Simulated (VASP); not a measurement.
MgS (Niningerite), 2 atoms in the cell. It takes space group Fm-3m (No. 225, cubic). Conventional cell: a = 5.129 Å, b = 5.129 Å, c = 5.129 Å, α = 90.00°, β = 90.00°, γ = 90.00°. Within 3.4 Å of Mg (site symmetry m-3m) lie 6 S at 2.56 Å. Within 3.4 Å of S (site symmetry m-3m) lie 6 Mg at 2.56 Å. 

```yaml
Program: VASP 6.6.1
Task: single point
Functional: LDA
Potentials_or_basis: VASP PAW LDA potentials, release 64 (Mg, S)
Cutoff: 520 eV
k_mesh: 7 × 7 × 7
Occupations: gaussian, width 0.01 eV
Spin: no spin polarisation
Dipole_correction: no
Further_INCAR_settings: ALGO = Normal; EDIFF = 1e-06; NBANDS = 11
```

Potentials or basis: VASP PAW LDA potentials, release 64 (Mg, S).

Command:

```console
$ cat potpaw_LDA.64/Mg/POTCAR potpaw_LDA.64/S/POTCAR > POTCAR
$ mpirun -np 1 vasp_std > vasp.out
```

Hardware: 1 thread of AMD EPYC 7R13 (shared host).

Task: How long does it take, and how much memory?

Result: Run time: 16 s on 1 thread of AMD EPYC 7R13, on a shared host, peak memory 0.11 GiB. Counts: scf iterations 12, k points 20.
